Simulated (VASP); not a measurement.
Write the native input for VASP 6.6.1 that does the following.

```yaml
Task: single point
Functional: PBE
Potentials_or_basis: VASP PAW PBE potentials, release 64 (Al, Ga_d, N)
Cutoff: 520 eV
k_mesh: 4 × 4 × 4
Occupations: gaussian, width 0.1 eV
Spin: collinear spin, ferromagnetic start
Starting_moments: "[0.0, 0.0, 0.0, 0.0, 1.0, 1.0] μB"
Dipole_correction: no
Further_INCAR_settings: ALGO = Normal; EDIFF = 1e-06; NBANDS = 34
```

The structure of AlGaN lies in POSCAR:

```
AlGaN
1.0
    4.1636944300      0.0000000000      0.0000000000
    0.0000000000      4.1636944300      0.0000000000
    0.0000000000      0.0000000000      5.0307167400
Al Ga N
2 2 2
Direct
    0.5000000000      0.0000000000      0.0000000000
    0.0000000000      0.5000000000      0.5000000000
    0.5000000000      0.5000000000      0.0000000000
    0.5000000000      0.5000000000      0.5000000000
    0.0000000000      0.5000000000      0.0000000000
    0.5000000000      0.0000000000      0.5000000000
```

The input as run:

INCAR

```
SYSTEM = AlGaN
  ALGO = Normal
  EDIFF = 1E-6
  ENCUT = 520
  GGA = PE
  ISIF = 2
  ISMEAR = 0
  ISPIN = 2
  LASPH = .True.
  LCHARG = .False.
  LORBIT = 11
  LREAL = .False.
  LWAVE = .False.
  MAGMOM = 0 0 0 0 1 1
  NBANDS = 34
  NELM = 150
  PREC = Accurate
  SIGMA = 0.1
```

KPOINTS

```
k-points
0
Gamma
  4 4 4
  0 0 0
```

Potentials or basis: VASP PAW PBE potentials, release 64 (Al, Ga_d, N).

Command:

```console
$ cat potpaw_PBE.64/Al/POTCAR potpaw_PBE.64/Ga_d/POTCAR potpaw_PBE.64/N/POTCAR > POTCAR
$ mpirun -np 1 vasp_std > vasp.out
```

It gave:

```json
{
  "Pressure": "25.1 GPa",
  "Band gap on the k mesh": "zero (filled and empty bands overlap)",
  "Net moment": "0.00 μB per cell",
  "Valence electrons inside the program's atomic spheres": "Al 0.87; Ga 12.16; N 3.51"
}
```

Caveat: the k points lie up to 0.38 Å⁻¹ apart.

Wall time 3.6 min on 1 thread of AMD EPYC 7571 (shared host), peak memory 0.23 GiB.
